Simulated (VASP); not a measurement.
Input of a VASP 6.6.1 run:

The input INCAR:

```
SYSTEM = Tl
  PREC = Accurate
  ENCUT = 520
  EDIFF = 1E-8
  ISMEAR = -1
  SIGMA = 0.05
  LREAL = .False.
  LASPH = .True.
  NELM = 60
  ALGO = Normal
  ISIF = 2
  LWAVE = .False.
  LCHARG = .False.
  GGA = CA
  LEFG = .True.
  NBANDS = 12
```

KPOINTS

```
regular mesh
0
Gamma
  13 13 13
  0 0 0
```

The input POSCAR:

```
Tl
1.0
   -1.9410000000      1.9410000000      1.9410000000
    1.9410000000     -1.9410000000      1.9410000000
    1.9410000000      1.9410000000     -1.9410000000
Tl
1
Direct
    0.0000000000      0.0000000000      0.0000000000
```

Potentials or basis: VASP PAW LDA potentials, release 64 (Tl_d).

Run with:

```bash
$ cat potpaw_LDA.64/Tl_d/POTCAR > POTCAR
$ mpirun -np 1 vasp_std > vasp.out
```

(1) Estimate the pressure.

Answers

(1) -2.4 GPa.

Caveat: without QUAD_EFG the Cq values of the log hold for a quadrupole moment of 1 mb, not for the nuclei.
